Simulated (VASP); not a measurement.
# KCl (Fm-3m) in VASP: a series of runs, part 2 of 3

VASP 6.6.1. The steps go on from the part before.

### 3 Vibrations by perturbation theory, PBEsol

This run uses another cell than the first one, of 30.41 Å³/atom.

INCAR reads:

```
SYSTEM = KCl
PREC = Accurate
ENCUT = 520
EDIFF = 1E-8
ISMEAR = 0
SIGMA = 0.01
LREAL = .False.
LASPH = .True.
NELM = 80
ALGO = Normal
ISIF = 2
LWAVE = .False.
LCHARG = .False.
GGA = PS
IBRION = 8
NSW = 1
```

KPOINTS reads:

```
Automatic mesh
0
Gamma
  6 6 6
  0 0 0
```

POSCAR reads:

```
KCl
1.0
    3.1212775812      3.1212775812      0.0000000000
   -3.1212775812      3.1212775812      0.0000000000
    0.0000000000      3.1212775812      3.1212775812
K Cl
1 1
Direct
    0.0000000000      0.0000000000      0.0000000000
    0.5000000000      0.5000000000      0.0000000000
```

Potentials or basis: VASP PAW PBE potentials, release 64 (K_sv, Cl).

The run is started by

```sh
$ cat potpaw_PBE.64/K_sv/POTCAR potpaw_PBE.64/Cl/POTCAR > POTCAR
$ mpirun -np 1 vasp_std > vasp.out
```

OUTCAR:

```text
SYSTEM = KCl
   PREC = Accurate
   ENCUT = 520
   EDIFF = 1E-8
   ISMEAR = 0
   LREAL = .False.
   LASPH = .True.
   NELM = 80
   ISIF = 2
   GGA = PS
   IBRION = 8
   NSW = 1

 ion  position               nearest neighbor table
   1  0.000  0.000  0.000-   2 3.12   2 3.12   2 3.12   2 3.12   2 3.12   2 3.12
   2  0.500  0.500  0.000-   1 3.12   1 3.12   1 3.12   1 3.12   1 3.12   1 3.12

  LATTYP: Found a face centered cubic cell.
 ALAT       =     6.2425551624

  Lattice vectors:

 A1 = (   0.0000000000,   3.1212775812,   3.1212775812)
 A2 = (   3.1212775812,   0.0000000000,   3.1212775812)
 A3 = (   3.1212775812,   3.1212775812,   0.0000000000)

Analysis of symmetry for initial positions (statically):
=====================================================================
 Subroutine PRICEL returns:
 Original cell was already a primitive cell.

 Routine SETGRP: Setting up the symmetry group for a
 face centered cubic supercell.

 Subroutine GETGRP returns: Found 48 space group operations
 (whereof 48 operations were pure point group operations)
 out of a pool of 48 trial point group operations.

The static configuration has the point symmetry O_h .

Analysis of symmetry for dynamics (positions and initial velocities):
=====================================================================
 Subroutine PRICEL returns:
 Original cell was already a primitive cell.

 Routine SETGRP: Setting up the symmetry group for a
 face centered cubic supercell.

 Subroutine GETGRP returns: Found 48 space group operations
 (whereof 48 operations were pure point group operations)
 out of a pool of 48 trial point group operations.

The dynamic configuration has the point symmetry O_h .

 Subroutine INISYM returns: Found 48 space group operations
 (whereof 48 operations are pure point group operations),
 and found     1 'primitive' translations

----------------------------------------------------------------------------------------

                                     Primitive cell

  volume of cell :      60.8173

  direct lattice vectors                    reciprocal lattice vectors
     3.121277581  3.121277581  0.000000000     0.160190815  0.160190815 -0.160190815
    -3.121277581  3.121277581  0.000000000    -0.160190815  0.160190815 -0.160190815
     0.000000000  3.121277581  3.121277581     0.000000000  0.000000000  0.320381630

  length of vectors
     4.414153087  4.414153087  4.414153087     0.277458631  0.277458631  0.320381630

  position of ions in fractional coordinates (direct lattice)
[... 130 lines left out ...]
      1     -28.7958      2.00000
      2     -13.9288      2.00000
      3     -12.3229      2.00000
      4     -12.3229      2.00000
      5     -12.3229      2.00000
      6      -1.8093      2.00000
      7      -1.8093      2.00000
      8      -1.8093      2.00000
      9       3.2905      0.00000
     10       6.4935      0.00000
     11       6.4935      0.00000
     12       6.4935      0.00000
[... 213 lines left out ...]
      1     -28.7795      2.00000
      2     -13.8969      2.00000
      3     -12.4610      2.00000
      4     -12.4114      2.00000
      5     -12.2673      2.00000
      6      -2.4124      2.00000
      7      -2.2630      2.00000
      8      -2.1876      2.00000
      9       5.3215      0.00000
     10       7.0580      0.00000
     11       7.2743      0.00000
     12       8.3852      0.00000

------------------------ aborting loop because EDIFF is reached ----------------------------------------

  FORCE on cell =-STRESS in cart. coord.  units (eV):
  Direction    XX          YY          ZZ          XY          YZ          ZX
  --------------------------------------------------------------------------------------
  -------------------------------------------------------------------------------------
  Total        0.0209998      0.0209998      0.0209998      0.0000000      0.0000000      0.0000000
  in kB        0.5532206      0.5532206      0.5532206      0.0000000      0.0000000      0.0000000
  external PRESSURE =       0.5532206 kB  Pullay stress =       0.0000000 kB

 VOLUME and BASIS-vectors are now :
 -----------------------------------------------------------------------------
  energy-cutoff  :      520.00
  volume of cell :       60.82
      direct lattice vectors                 reciprocal lattice vectors
     3.121277581  3.121277581  0.000000000     0.160190815  0.160190815 -0.160190815
    -3.121277581  3.121277581  0.000000000    -0.160190815  0.160190815 -0.160190815
     0.000000000  3.121277581  3.121277581     0.000000000  0.000000000  0.320381630

 POSITION                                       TOTAL-FORCE (eV/Angst)
 -----------------------------------------------------------------------------------
      0.00000      0.00000      0.00000        -0.000000      0.000000      0.000000
      0.00000      3.12128      0.00000         0.000000     -0.000000      0.000000
 -----------------------------------------------------------------------------------
    total drift:                               -0.000000      0.000000     -0.000000

  FREE ENERGIE OF THE ION-ELECTRON SYSTEM (eV)
  ---------------------------------------------------
  free  energy   TOTEN  =        -7.0231472421 eV

  energy  without entropy=       -7.0231472421  energy(sigma->0) =       -7.02314724

[... ionic steps 2 to 3 ...]

--------------------------------------- Ionic step        4  -------------------------------------------

------------------------ aborting loop because EDIFF is reached ----------------------------------------

[... ionic steps 5 to 6 ...]

--------------------------------------- Ionic step        7  -------------------------------------------

 Free energy of the ion-electron system (eV)
  ---------------------------------------------------
  ---------------------------------------------------
  free energy    TOTEN  =        -0.19807112 eV

  energy without entropy =       -0.19807112

------------------------ aborting loop because EDIFF is reached ----------------------------------------

 INTERNAL STRAIN TENSOR  FOR ION    2  DIRECTION 1   (eV/Angst):
 -----------------------------------------------------------------------------
    -0.00852  0.00000  0.00000
    -0.00000  0.00372  0.00000
     0.00000  0.00000  0.00372

 INTERNAL STRAIN TENSOR FOR ION    2 for displacements in x,y,z  (eV/Angst):
          X           Y           Z          XY          YZ          ZX
  --------------------------------------------------------------------------------
  x     0.00000     0.00000     0.00000     0.00000     0.00000     0.00000
  y     0.00000     0.00000     0.00000     0.00000     0.00000     0.00000
  z     0.00000     0.00000     0.00000     0.00000     0.00000     0.00000

 SECOND DERIVATIVES (NOT SYMMETRIZED)
 ------------------------------------
               1X          1Y          1Z          2X          2Y          2Z
  1X    -1.343153    0.000000   -0.000000    1.343153   -0.000000    0.000000
  1Y    -0.000000   -1.343153    0.000000    0.000000    1.343153   -0.000000
  1Z    -0.000000   -0.000000   -1.343153    0.000000    0.000000    1.343153
  2X     1.348857   -0.000000    0.000000   -1.348857    0.000000   -0.000000
  2Y     0.000000    1.348857   -0.000000   -0.000000   -1.348857    0.000000
  2Z     0.000000   -0.000000    1.348857   -0.000000    0.000000   -1.348857

 Eigenvectors and eigenvalues of the dynamical matrix
 ----------------------------------------------------

   1 f  =    4.206489 THz    26.430149 2PiTHz  140.313364 cm-1    17.396632 meV
             X         Y         Z           dx          dy          dz
      0.000000  0.000000  0.000000    -0.625801    0.278849    0.071508
      0.000000  3.121278  0.000000     0.658578   -0.293454   -0.075253
[... 21 lines left out ...]
   6 f/i=    0.004451 THz     0.027965 2PiTHz    0.148463 cm-1     0.018407 meV
             X         Y         Z           dx          dy          dz
      0.000000  0.000000  0.000000     0.633741    0.328444    0.126490
      0.000000  3.121278  0.000000     0.602200    0.312097    0.120195

--------------------------------------------------------------------------------------------------------

 ELASTIC MODULI CONTR FROM IONIC RELAXATION (kBar)
 Direction    XX          YY          ZZ          XY          YZ          ZX
 --------------------------------------------------------------------------------
 XX           0.0000      0.0000      0.0000      0.0000      0.0000      0.0000
 YY           0.0000      0.0000      0.0000      0.0000      0.0000      0.0000
 ZZ           0.0000      0.0000      0.0000      0.0000      0.0000      0.0000
 XY           0.0000      0.0000      0.0000      0.0000      0.0000      0.0000
 YZ           0.0000      0.0000      0.0000      0.0000      0.0000      0.0000
 ZX           0.0000      0.0000      0.0000      0.0000      0.0000      0.0000
 --------------------------------------------------------------------------------
```

OSZICAR:

```text
N       E                     dE             d eps       ncg     rms          rms(c)
DAV:   1     0.105583672078E+03    0.10558E+03   -0.72866E+03   384   0.119E+03
DAV:   2    -0.107078141266E+01   -0.10665E+03   -0.99396E+02   516   0.277E+02
DAV:   3    -0.707050933513E+01   -0.59997E+01   -0.59719E+01   508   0.611E+01
DAV:   4    -0.726643250807E+01   -0.19592E+00   -0.19566E+00   676   0.102E+01
[... 59 lines left out ...]
RMM:  22    -0.198071124346E+00   -0.46575E-10   -0.10243E-06  1097   0.193E-04    0.252E-07
RMM:  23    -0.198071124301E+00    0.45439E-10   -0.10211E-06  1101   0.193E-04    0.169E-07
RMM:  24    -0.198071124128E+00    0.17248E-09   -0.10229E-06  1101   0.193E-04    0.211E-07
RMM:  25    -0.198071124084E+00    0.44320E-10   -0.10249E-06  1110   0.193E-04    0.102E-07
RMM:  26    -0.198071124077E+00    0.73715E-11   -0.10230E-06  1113   0.193E-04    0.214E-07
RMM:  27    -0.198071124065E+00    0.12052E-10   -0.10238E-06  1107   0.193E-04    0.995E-08
 Linear response finished
```

stdout:

```text
POSCAR found type information on POSCAR K Cl
 POSCAR found :  2 types and       2 ions
 scaLAPACK will be used
 -----------------------------------------------------------------------------
|                                                                             |
|                                                                             |
|     You enforced a specific xc type in the INCAR file but a different       |
|     I HOPE YOU KNOW WHAT YOU ARE DOING!                                     |
|                                                                             |
 -----------------------------------------------------------------------------

 LDA part: xc-table for (Slater+PW92), standard interpolation
 POSCAR, INCAR and KPOINTS ok, starting setup
 FFT: planning ... GRIDC
 FFT: planning ... GRID_SOFT
 FFT: planning ... GRID
 WAVECAR not read
 entering main loop
 Linear response reoptimize wavefunctions to high precision
 Linear response DOF=           2
 Linear response progress:
 first order change of Fermi-energy   0.75275E-02
 force on displaced ion       1 direction 1 :  -1.343   0.000   0.000
 Linear response progress:
 first order change of Fermi-energy  -0.75880E-02
 force on displaced ion       2 direction 1 :  -1.349  -0.000   0.000
 Linear response finished
```

Run time: 2.1 min. Hardware: 1 thread of Intel Xeon Platinum 8488C (Sapphire Rapids), shared host; peak memory 0.27 GiB.

Results:

| Item | Value |
| --- | --- |
| Highest phonon frequency at Γ, LO-TO splitting left out | 140 cm⁻¹ |

Phonon frequencies in cm⁻¹ (negative: imaginary):
```tsv
q point	frequencies
(0.000, 0.000, 0.000)	0 0 0 140 140 140
```

Caveat: the PAW data sets were made with another functional, which shifts forces and pressure a little.

(Part 2 of 3 ends here.)
